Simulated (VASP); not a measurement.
Input of a VASP 6.6.1 run:

File INCAR:

```
PREC = Accurate
ENCUT = 600
EDIFF = 1E-6
ISMEAR = 0
SIGMA = 0.1
LREAL = F
LASPH = T
NELM = 200
ALGO = Normal
ISIF = 2
LWAVE = F
LCHARG = T
ISPIN = 2
MAGMOM = 7.24 0
LORBIT = 11
LMAXMIX = 6
GGA = PE
LELF = T
LVHAR = T
NBANDS = 22
GGA_COMPAT = F
```

File KPOINTS:

```
Automatic mesh
0
Gamma
  12 12 12
```

Contents of POSCAR:

```
EuO
1.0
    3.5788398331      0.0000000000      0.0000000000
   -1.7894199165      3.0993662115      0.0000000000
    1.7894199165      1.0331220705      2.9221104874
Eu O
1 1
Direct
    0.0000000000      0.5000000000      0.5000000000
    0.0000000000      0.0000000000      0.0000000000
```

Potentials or basis: VASP PAW PBE potentials, release 64 (Eu, O).

Launch:

```sh
$ cat potpaw_PBE.64/Eu/POTCAR potpaw_PBE.64/O/POTCAR > POTCAR
$ mpirun -np 1 vasp_std > vasp.out
```

Q: Predict the net moment.

A: 6.95 μB per cell.

Q: Predict the pressure.

A: -0.2 GPa.

Q: What does it give for the site moments?

A: Eu +6.57; O -0.10 μB.

Caveat: a cell with one magnetic atom can't hold antiferromagnetic order, which such compounds often take. The state reached can hang on the start; a lower one may exist.
